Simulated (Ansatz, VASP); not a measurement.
# Sn: VASP beside Ansatz

File INCAR:

```
SYSTEM = Sn
PREC = Accurate
ENCUT = 520
EDIFF = 1E-6
ISMEAR = -1
SIGMA = 0.1
LREAL = .False.
LASPH = .True.
NELM = 80
ALGO = Normal
ISIF = 2
LWAVE = .False.
LCHARG = .False.
GGA = RE
NBANDS = 21
```

Contents of KPOINTS:

```
regular mesh
0
Gamma
  12 12 7
  0 0 0
```

Contents of POSCAR:

```
Sn
1.0
    3.4013681693      0.0000000000      0.0000000000
   -1.7006840847      2.9456712423      0.0000000000
    0.0000000000      0.0000000000      5.6529924154
Sn
2
Direct
    0.3333333333      0.6666666667      0.2500000000
    0.6666666667      0.3333333333      0.7500000000
```

Input for Ansatz:

```yaml
crystal:
  lattice:
    - [3.4013681693, 0.0, 0.0]
    - [-1.7006840847, 2.9456712423, 0.0]
    - [0.0, 0.0, 5.6529924154]
  atoms:
    - { symbol: Sn, position: [0.3333333333, 0.6666666667, 0.25] }
    - { symbol: Sn, position: [0.6666666667, 0.3333333333, 0.75] }
hamiltonian:
  xc: revpbe
  pseudopotentials:
    kind: paw
    azcp:
      Sn: "pseudopotentials/Sn.paw.azcp"
basis:
  ecutwfc: 420
  fft_grid_basis: typed
kpoints:
  mp_grid: { grid: [12, 12, 7], shift: [0, 0, 0] }
magnetization:
  spin_polarized: false
scf:
  occupations: { method: fermi_dirac, width: 0.1 }
  lower_state_search: "off"
output:
  stress: true
```

Alike in both runs: task single point; functional revPBE; k mesh 12 × 12 × 7; occupations fermi-dirac, width 0.1 eV; no spin polarisation.

```csv
,VASP,Ansatz
version,VASP 6.6.1,Ansatz 0.2.0
potentials or method,"VASP PAW PBE potentials, release 64 (Sn_d), cutoff 520 eV","plane waves (420 eV) with PAW, scalar-relativistic"
valence electrons in the cell,28,28
```

```tsv
	VASP	Ansatz	Ansatz less VASP
pressure (GPa)	0.0	0.1	+0.06
traceless stress, the component that is largest in VASP (GPa)	-0.70	-0.70	-0.001
```

VASP's potentials were made for PBE, not for revPBE. The functional is the same, so the differences come from potentials, cutoffs and numerics.
